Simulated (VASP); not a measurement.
Input of a VASP 6.6.1 run:

The input INCAR:

```
ALGO     = Normal         # electronic algorithm
EDIFF    = 1E-6           # SCF threshold, eV
EDIFFG   = -0.08          # ionic threshold
ENCUT    = 600            # plane-wave cutoff, eV
GGA      = PE             # functional
IBRION   = 2              # ionic algorithm
ISIF     = 3              # what is computed and relaxed
ISMEAR   = 0              # smearing method
LASPH    = True           # aspherical terms in the spheres
LCHARG   = False          # write CHGCAR
LREAL    = False          # projectors in reciprocal space
LWAVE    = False          # write WAVECAR
NELM     = 60             # most SCF steps
NSW      = 36             # ionic steps
PREC     = Accurate       # precision mode
SIGMA    = 0.2            # smearing width, eV
```

KPOINTS

```
k-points
0
Gamma
  4 4 4
```

POSCAR

```
Al3N
1.0
    4.5882126100      0.0000000000      0.0000000000
    0.0000000000      4.5882126100      0.0000000000
    0.0000000000      0.0000000000      4.5882126100
Al N
6 2
Direct
    0.0000000000      0.5000000000      0.2500000000
    0.0000000000      0.5000000000      0.7500000000
    0.5000000000      0.7500000000      0.0000000000
    0.5000000000      0.2500000000      0.0000000000
    0.7500000000      0.0000000000      0.5000000000
    0.2500000000      0.0000000000      0.5000000000
    0.5000000000      0.5000000000      0.5000000000
    0.0000000000      0.0000000000      0.0000000000
```

Potentials or basis: VASP PAW PBE potentials, release 64 (Al, N).

Run with:

```sh
$ cat potpaw_PBE.64/Al/POTCAR potpaw_PBE.64/N/POTCAR > POTCAR
$ mpirun -np 1 vasp_std > vasp.out
```

Problem. Estimate the space group after relaxing (to 0.05 Å).

Solution. Pm-3n (No. 223).

Problem. What does it give for the relaxed cell?

Solution. a = 4.805 Å, b = 4.805 Å, c = 4.805 Å, α = 90.00°, β = 90.00°, γ = 90.00°.

The path:
```
step  energy change (eV)  largest force (eV/Å)  pressure (GPa)  volume (Å³)
   1              0.0000                0.0000           15.96        96.59
   2             -0.6105                0.0000           -2.40       114.40
   3             -0.6362                0.0000            0.10       110.91
```
